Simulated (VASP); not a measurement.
# CsPbBr3 in VASP: further runs

CsPbBr3 is run at these levels: PBE, r2SCAN; tasks: single point.

Everything below comes from runs of VASP 6.6.1. Logs are shortened: lines on timing, memory, paths and dates and some standing lists are left out, and cuts for length are marked.

### Step 1. The cell of the first run

It takes space group Pm-3m (No. 221, cubic). Conventional cell: a = 6.233 Å, b = 6.233 Å, c = 6.233 Å, α = 90.00°, β = 90.00°, γ = 90.00°. Within 5.8 Å of Cs (site symmetry m-3m) lie 12 Br at 4.41 Å and 8 Pb at 5.40 Å. Pb (site symmetry m-3m) has 6 Br at 3.12 Å within 4.1 Å. Br (site symmetry 4/mmm) has 2 Pb at 3.12 Å within 4.1 Å.

### Step 2. Single point, PBE (strain +4.9%)

The input, INCAR:

```
SYSTEM = CsPbBr3
PREC = Accurate
ENCUT = 520
EDIFF = 1E-7
ISMEAR = -1
SIGMA = 0.02
LREAL = .False.
LASPH = .True.
NELM = 60
ALGO = Normal
ISIF = 2
LWAVE = .False.
LCHARG = .False.
GGA = PE
NBANDS = 30
```

The input, KPOINTS:

```
Automatic mesh
0
Gamma
  4 4 4
  0 0 0
```

The input, POSCAR:

```
CsPbBr3
1.0
    6.2329274520      0.0000000000      0.0000000000
    0.0000000000      6.2329274520      0.0000000000
    0.0000000000      0.0000000000      6.2329274520
Cs Pb Br
1 1 3
Direct
    0.0000000000      0.0000000000      0.0000000000
    0.5000000000      0.5000000000      0.5000000000
    0.0000000000      0.5000000000      0.5000000000
    0.5000000000      0.0000000000      0.5000000000
    0.5000000000      0.5000000000      0.0000000000
```

Potentials or basis: VASP PAW PBE potentials, release 64 (Cs_sv, Pb_d, Br).

The run is started by

```sh
cat potpaw_PBE.64/Cs_sv/POTCAR potpaw_PBE.64/Pb_d/POTCAR potpaw_PBE.64/Br/POTCAR > POTCAR
mpirun -np 1 vasp_std > vasp.out
```

OUTCAR:

```text
SYSTEM = CsPbBr3
   PREC = Accurate
   ENCUT = 520
   EDIFF = 1E-7
   ISMEAR = -1
   LREAL = .False.
   LASPH = .True.
   NELM = 60
   ISIF = 2
   GGA = PE

 ion  position               nearest neighbor table
   1  0.000  0.000  0.000-
   2  0.500  0.500  0.500-   3 3.12   4 3.12   5 3.12   5 3.12   4 3.12   3 3.12
   3  0.000  0.500  0.500-   2 3.12   2 3.12
   4  0.500  0.000  0.500-   2 3.12   2 3.12
   5  0.500  0.500  0.000-   2 3.12   2 3.12

  LATTYP: Found a simple cubic cell.
 ALAT       =     6.2329274520

  Lattice vectors:

 A1 = (   6.2329274520,   0.0000000000,   0.0000000000)
 A2 = (   0.0000000000,   6.2329274520,   0.0000000000)
 A3 = (   0.0000000000,   0.0000000000,   6.2329274520)

Analysis of symmetry for initial positions (statically):
=====================================================================
 Subroutine PRICEL returns:
 Original cell was already a primitive cell.

 Routine SETGRP: Setting up the symmetry group for a
 simple cubic supercell.

 Subroutine GETGRP returns: Found 48 space group operations
 (whereof 48 operations were pure point group operations)
 out of a pool of 48 trial point group operations.

The static configuration has the point symmetry O_h .

Analysis of symmetry for dynamics (positions and initial velocities):
=====================================================================
 Subroutine PRICEL returns:
 Original cell was already a primitive cell.

 Routine SETGRP: Setting up the symmetry group for a
 simple cubic supercell.

 Subroutine GETGRP returns: Found 48 space group operations
 (whereof 48 operations were pure point group operations)
 out of a pool of 48 trial point group operations.

The dynamic configuration has the point symmetry O_h .

 Subroutine INISYM returns: Found 48 space group operations
 (whereof 48 operations are pure point group operations),
 and found     1 'primitive' translations

----------------------------------------------------------------------------------------

                                     Primitive cell

  volume of cell :     242.1454

  direct lattice vectors                    reciprocal lattice vectors
     6.232927452  0.000000000  0.000000000     0.160438254  0.000000000  0.000000000
     0.000000000  6.232927452  0.000000000     0.000000000  0.160438254  0.000000000
     0.000000000  0.000000000  6.232927452     0.000000000  0.000000000  0.160438254

  length of vectors
     6.232927452  6.232927452  6.232927452     0.160438254  0.160438254  0.160438254

  position of ions in fractional coordinates (direct lattice)
     0.000000000  0.000000000  0.000000000
     0.500000000  0.500000000  0.500000000
     0.000000000  0.500000000  0.500000000
     0.500000000  0.000000000  0.500000000
     0.500000000  0.500000000  0.000000000

  ion indices of the primitive-cell ions
   primitive index   ion index
                 1           1
                 2           2
                 3           3
                 4           4
                 5           5

----------------------------------------------------------------------------------------

 KPOINTS: Automatic mesh

Automatic generation of k-mesh.
 Grid dimensions read from file:
 generate k-points for:    4    4    4

 Generating k-lattice:

  Cartesian coordinates                     Fractional coordinates (reciprocal lattice)
     0.040109564  0.000000000  0.000000000     0.250000000  0.000000000  0.000000000
     0.000000000  0.040109564  0.000000000     0.000000000  0.250000000  0.000000000
     0.000000000  0.000000000  0.040109564     0.000000000  0.000000000  0.250000000

  Length of vectors
     0.040109564  0.040109564  0.040109564

  Shift w.r.t. Gamma in fractional coordinates (k-lattice)
     0.000000000  0.000000000  0.000000000

 Subroutine IBZKPT returns following result:
 ===========================================

 Found     10 irreducible k-points:

 Following reciprocal coordinates:
            Coordinates               Weight
  0.000000  0.000000  0.000000      1.000000
  0.250000  0.000000  0.000000      6.000000
  0.500000  0.000000  0.000000      3.000000
  0.250000  0.250000  0.000000     12.000000
  0.500000  0.250000  0.000000     12.000000
  0.500000  0.500000  0.000000      3.000000
  0.250000  0.250000  0.250000      8.000000
  0.500000  0.250000  0.250000     12.000000
  0.500000  0.500000  0.250000      6.000000
  0.500000  0.500000  0.500000      1.000000
   k-points           NKPTS =     10   k-points in BZ     NKDIM =     10   number of bands    NBANDS=     30
   number of dos      NEDOS =    301   number of ions     NIONS =      5
   total plane-waves  NPLWV = 110592
   dimension x,y,z NGX =    48 NGY =   48 NGZ =   48
   dimension x,y,z NGXF=    96 NGYF=   96 NGZF=   96
   ions per type =               1   1   3
   NGX,Y,Z   is equivalent  to a cutoff of  12.80, 12.80, 12.80 a.u.
   NGXF,Y,Z  is equivalent  to a cutoff of  25.61, 25.61, 25.61 a.u.
 SYSTEM =  CsPbBr3
   PREC   = accura    normal or accurate (medium, high low for compatibility)
   ISTART =      0    job   : 0-new  1-cont  2-samecut
   ICHARG =      2    charge: 1-file 2-atom 10-const
   ISPIN  =      1    spin polarized calculation?
   LNONCOLLINEAR =      F non collinear calculations
   LSORBIT =      F    spin-orbit coupling
   LASPH  =      T    aspherical Exc in radial PAW
   ENCUT  =  520.0 eV  38.22 Ry    6.18 a.u.  11.59 11.59 11.59*2*pi/ulx,y,z
   NELM   =     60;   NELMIN=  2; NELMDL= -5     # of ELM steps
   EDIFF  = 0.1E-06   stopping-criterion for ELM
   LREAL  =      F    real-space projection
   EDIFFG = 0.1E-05   stopping-criterion for IOM
   NSW    =      0    number of steps for IOM
   IBRION =     -1    ionic relax: 0-MD 1-quasi-New 2-CG
   NFREE  =      0    steps in history (QN), initial steepest desc. (CG)
   ISIF   =      2    stress and relaxation
   ISYM   =      2    0-nonsym 1-usesym 2-fastsym
   POTIM  = 0.5000    time-step for ionic-motion
   TEBEG  =    0.0;   TEEND  =   0.0 temperature during run
   PSTRESS=    0.0 pullay stress
   NELECT =      44.0000    total number of electrons
   NUPDOWN=      -1.0000    fix difference up-down
   EMIN   =  10.00;   EMAX   =-10.00  energy-range for DOS
   EFERMI =   0.00;   METHOD = LEGACY
   ISMEAR =    -1;   SIGMA  =   0.02  broadening in eV -4-tet -1-fermi 0-gaus
   EFERMI_NEDOS =   21; number of points for ismear=-14 and -15
   IALGO  =     38    algorithm
   IMIX   =      4    mixing-type and parameters
     AMIX     =   0.40;   BMIX     =  1.00
     AMIX_MAG =   1.60;   BMIX_MAG =  1.00
  volume/ion in A,a.u.               =      48.43       326.82
  Fermi-wavevector in a.u.,A,eV,Ry     =   0.927257  1.752262 11.698375  0.859806
  Thomas-Fermi vector in A             =   2.053308
   LORBIT       =      0    0 simple, 1 ext, 2 COOP (PROOUT), +10 PAW based schemes
   GGA     = PE    functional components
   LHFCALC =     F    Hartree Fock is set to
   AEXX    =    0.0000 exact exchange contribution
   IVDW    =     0    specifies the selected vdW correction
   LEPSILON=     F    determine dielectric tensor
   LRPA    =     F    only Hartree local field effects (RPA)
 non-spin polarized calculation
  energy-cutoff  :      520.00
  volume of cell :      242.15
 maximum number of plane-waves:      6619
 NGX is ok and might be reduce to    48
   NGX = 23   NGY = 23   NGZ = 23

 number of electron      43.9999998 magnetization

 Free energy of the ion-electron system (eV)
  ---------------------------------------------------
  ext. energy  EPLUGINS =         0.00000000
  ---------------------------------------------------
  free energy    TOTEN  =       -15.73893282 eV

  energy without entropy =      -15.73893282  energy(sigma->0) =      -15.73893282

 E-fermi :  -0.0568     XC(G=0):  -6.9162

 val. band max:       -0.5288969372   @ k =   0.5000   0.5000   0.5000
 cond. band min:       1.5574916519   @ k =   0.5000   0.5000   0.5000
 fundamental gap:      2.0863885891
 Fermi energy:        -0.0568107445

 k-point     1 :       0.0000    0.0000    0.0000
  band No.  band energies     occupation
      1     -21.3846      2.00000
      2     -16.9193      2.00000
      3     -16.9193      2.00000
      4     -16.8710      2.00000
      5     -16.8710      2.00000
      6     -16.8710      2.00000
[... 22 lines left out ...]
     29       5.2353      0.00000
     30       5.2353      0.00000

 k-point     2 :       0.2500    0.0000    0.0000
  band No.  band energies     occupation
      1     -21.3844      2.00000
      2     -16.9192      2.00000
      3     -16.9092      2.00000
      4     -16.8711      2.00000
      5     -16.8711      2.00000
      6     -16.8710      2.00000
[... 22 lines left out ...]
     29       5.3989      0.00000
     30       5.7175      0.00000

 k-point     3 :       0.5000    0.0000    0.0000
  band No.  band energies     occupation
      1     -21.3843      2.00000
      2     -16.9192      2.00000
      3     -16.8991      2.00000
      4     -16.8713      2.00000
      5     -16.8713      2.00000
      6     -16.8710      2.00000
[... 22 lines left out ...]
     29       5.6600      0.00000
     30       6.3486      0.00000

 k-point     4 :       0.2500    0.2500    0.0000
  band No.  band energies     occupation
      1     -21.3843      2.00000
      2     -16.9142      2.00000
      3     -16.9040      2.00000
      4     -16.8713      2.00000
      5     -16.8711      2.00000
      6     -16.8711      2.00000
[... 22 lines left out ...]
     29       5.6413      0.00000
     30       5.8718      0.00000

 k-point     5 :       0.5000    0.2500    0.0000
  band No.  band energies     occupation
      1     -21.3841      2.00000
      2     -16.9129      2.00000
      3     -16.8951      2.00000
      4     -16.8714      2.00000
      5     -16.8713      2.00000
      6     -16.8711      2.00000
[... 22 lines left out ...]
     29       5.8481      0.00000
     30       6.1269      0.00000

 k-point     6 :       0.5000    0.5000    0.0000
  band No.  band energies     occupation
      1     -21.3840      2.00000
      2     -16.9093      2.00000
      3     -16.8884      2.00000
      4     -16.8716      2.00000
      5     -16.8713      2.00000
      6     -16.8713      2.00000
[... 22 lines left out ...]
     29       6.0771      0.00000
     30       6.1078      0.00000

 k-point     7 :       0.2500    0.2500    0.2500
  band No.  band energies     occupation
      1     -21.3841      2.00000
      2     -16.9040      2.00000
      3     -16.9040      2.00000
      4     -16.8713      2.00000
      5     -16.8713      2.00000
      6     -16.8713      2.00000
[... 22 lines left out ...]
     29       5.9427      0.00000
     30       5.9427      0.00000

 k-point     8 :       0.5000    0.2500    0.2500
  band No.  band energies     occupation
      1     -21.3840      2.00000
      2     -16.9040      2.00000
      3     -16.8937      2.00000
      4     -16.8714      2.00000
      5     -16.8714      2.00000
      6     -16.8713      2.00000
[... 22 lines left out ...]
     29       5.7933      0.00000
     30       5.8036      0.00000

 k-point     9 :       0.5000    0.5000    0.2500
  band No.  band energies     occupation
      1     -21.3839      2.00000
      2     -16.8989      2.00000
      3     -16.8884      2.00000
      4     -16.8716      2.00000
      5     -16.8714      2.00000
      6     -16.8714      2.00000
[... 22 lines left out ...]
     29       5.5607      0.00000
     30       6.0233      0.00000

 k-point    10 :       0.5000    0.5000    0.5000
  band No.  band energies     occupation
      1     -21.3837      2.00000
      2     -16.8884      2.00000
      3     -16.8884      2.00000
      4     -16.8716      2.00000
      5     -16.8716      2.00000
      6     -16.8716      2.00000
[... 22 lines left out ...]
     29       5.3542      0.00000
     30       6.3960      0.00000

------------------------ aborting loop because EDIFF is reached ----------------------------------------

  FORCE on cell =-STRESS in cart. coord.  units (eV):
  Direction    XX          YY          ZZ          XY          YZ          ZX
  --------------------------------------------------------------------------------------
  -------------------------------------------------------------------------------------
  Total       -2.3770885     -2.3770885     -2.3770885      0.0000000     -0.0000000      0.0000000
  in kB      -15.7282249    -15.7282249    -15.7282249      0.0000000     -0.0000000      0.0000000
  external PRESSURE =     -15.7282249 kB  Pullay stress =       0.0000000 kB

 VOLUME and BASIS-vectors are now :
 -----------------------------------------------------------------------------
  energy-cutoff  :      520.00
  volume of cell :      242.15
      direct lattice vectors                 reciprocal lattice vectors
     6.232927452  0.000000000  0.000000000     0.160438254  0.000000000  0.000000000
     0.000000000  6.232927452  0.000000000     0.000000000  0.160438254  0.000000000
     0.000000000  0.000000000  6.232927452     0.000000000  0.000000000  0.160438254

 POSITION                                       TOTAL-FORCE (eV/Angst)
 -----------------------------------------------------------------------------------
      0.00000      0.00000      0.00000         0.000000      0.000000      0.000000
      3.11646      3.11646      3.11646         0.000000      0.000000      0.000000
      0.00000      3.11646      3.11646         0.000000      0.000000      0.000000
      3.11646      0.00000      3.11646         0.000000      0.000000      0.000000
      3.11646      3.11646      0.00000         0.000000      0.000000      0.000000
 -----------------------------------------------------------------------------------
    total drift:                                0.000000     -0.000000     -0.000000

  FREE ENERGIE OF THE ION-ELECTRON SYSTEM (eV)
  ---------------------------------------------------
  free  energy   TOTEN  =       -15.7389328181 eV

  energy  without entropy=      -15.7389328181  energy(sigma->0) =      -15.73893282
```

Run time: 1.7 min. Hardware: 1 thread of Intel Xeon 8259CL, shared host; peak memory 0.36 GiB.

Results:

* Free energy: -15.7389 eV
* Pressure: -1.6 GPa
* Band gap on the k mesh: 2.09 eV

Caveat: the cell differs from its parent crystal (strain +4.9%); spin-orbit coupling is left out, which moves the levels of the heavy elements. A k mesh can miss the band edges.

### Step 3. Single point, PBE (uniaxial x strain -3.4%)

The input, INCAR:

```
PREC = Accurate
ENCUT = 520
EDIFF = 1E-7
ISMEAR = -1
SIGMA = 0.02
LREAL = F
LASPH = T
NELM = 100
ALGO = Normal
ISIF = 2
LWAVE = F
LCHARG = F
GGA = PE
NBANDS = 30
```

The input, KPOINTS:

```
Automatic mesh
0
Gamma
  4 4 4
```

POSCAR: that of step 2 with these lines changed.

```diff
@@ -2,5 +2,5 @@
 1.0
-    6.2329274520      0.0000000000      0.0000000000
-    0.0000000000      6.2329274520      0.0000000000
-    0.0000000000      0.0000000000      6.2329274520
+    5.7408542321      0.0000000000      0.0000000000
+    0.0000000000      5.9429132838      0.0000000000
+    0.0000000000      0.0000000000      5.9429132838
 Cs Pb Br
```

Potentials or basis: VASP PAW PBE potentials, release 64 (Cs_sv, Pb_d, Br).

The run is started by

```sh
cat potpaw_PBE.64/Cs_sv/POTCAR potpaw_PBE.64/Pb_d/POTCAR potpaw_PBE.64/Br/POTCAR > POTCAR
mpirun -np 1 vasp_std > vasp.out
```

Run time: 2.6 min. Hardware: 1 thread of Intel Xeon 8259CL, shared host; peak memory 0.38 GiB.

The run converged. Its results:

- Free energy: -15.7839 eV
- Pressure: 1.6 GPa
- Band gap on the k mesh: 1.44 eV

Stress tensor (GPa, compression positive):
```
2.75 0.00 0.00
0.00 0.96 0.00
0.00 0.00 0.96
```

Levels at points of the mesh, in eV from the valence-band top:
```csv
k point,band 18,band 19,band 20,band 21,band 22,band 23,band 24,band 25,band 26,band 27
"(0.00, 0.00, 0.00)",-2.20,-2.15,-2.07,-2.07,-2.06,2.98,4.04,4.11,4.75,4.87
"(0.50, 0.00, 0.00)",-2.40,-2.31,-2.17,-2.17,-1.29,2.64,4.51,5.07,5.08,5.08
"(0.00, 0.50, 0.00)",-2.31,-2.28,-2.18,-2.16,-1.53,2.52,4.38,5.02,5.03,5.15
"(0.50, 0.50, 0.00)",-2.43,-2.40,-2.29,-1.70,-0.64,1.95,2.20,4.66,5.14,5.57
"(0.00, 0.50, 0.50)",-2.36,-2.36,-2.29,-1.74,-0.86,2.07,2.07,5.13,5.25,5.53
"(0.50, 0.50, 0.50)",-2.28,-1.72,-1.69,-1.69,0.00,1.44,1.44,1.69,4.47,5.10
```

Caveat: the cell differs from its parent crystal (uniaxial x strain -3.4%); spin-orbit coupling is left out, which moves the levels of the heavy elements.

### Step 4. Single point, r2SCAN (strain +4.9%)

POSCAR: that of step 3 with these lines changed.

```diff
@@ -2,5 +2,5 @@
 1.0
-    5.7408542321      0.0000000000      0.0000000000
-    0.0000000000      5.9429132838      0.0000000000
-    0.0000000000      0.0000000000      5.9429132838
+    6.2329274520      0.0000000000      0.0000000000
+    0.0000000000      6.2329274520      0.0000000000
+    0.0000000000      0.0000000000      6.2329274520
 Cs Pb Br
```

The input, INCAR.step1:

```
  PREC = Accurate
  ENCUT = 520
  ISMEAR = 0
  SIGMA = 0.01
  LREAL = F
  LASPH = T
  NELM = 80
  NBANDS = 30
  GGA = PE
  ALGO = Normal
  EDIFF = 1E-4
  LWAVE = T
  LCHARG = F
```

The input, INCAR.step2:

```
  PREC = Accurate
  ENCUT = 520
  EDIFF = 1E-6
  ISMEAR = 0
  SIGMA = 0.01
  LREAL = F
  LASPH = T
  NELM = 80
  ALGO = Normal
  ISIF = 2
  LWAVE = F
  LCHARG = F
  METAGGA = R2SCAN
  LMIXTAU = T
  NBANDS = 30
  ISTART = 1
```

The input, KPOINTS:

```
regular mesh
0
Gamma
  4 4 4
```

The run is started by

```sh
cat potpaw_PBE.64/Cs_sv/POTCAR potpaw_PBE.64/Pb_d/POTCAR potpaw_PBE.64/Br/POTCAR > POTCAR
cp INCAR.step1 INCAR
mpirun -np 1 vasp_std > vasp.out
cp INCAR.step2 INCAR
mpirun -np 1 vasp_std > vasp.out
```

It took 5.6 min on 1 thread of Intel Xeon 8259CL, shared host; peak memory 0.41 GiB.

The run converged. Its results:

```
Free energy            : -128.2144 eV
Pressure               : -2.2 GPa
Band gap on the k mesh : 2.49 eV
```

Levels at points of the mesh, in eV from the valence-band top:
```tsv
k point	band 20	band 21	band 22	band 23	band 24	band 25
(0.00, 0.00, 0.00)	-1.11	-1.11	-1.11	4.27	5.55	5.55
(0.50, 0.00, 0.00)	-1.16	-1.16	-0.92	3.21	5.57	5.59
(0.50, 0.50, 0.00)	-1.31	-0.82	-0.45	2.87	2.87	5.28
(0.50, 0.50, 0.50)	-0.81	-0.81	0.00	2.49	2.49	2.49
```

Caveat: the cell differs from its parent crystal (strain +4.9%); the PAW data sets were made with another functional, which shifts forces and pressure a little; spin-orbit coupling is left out, which moves the levels of the heavy elements. A k mesh can miss the band edges.

[end of part 1 of 2]
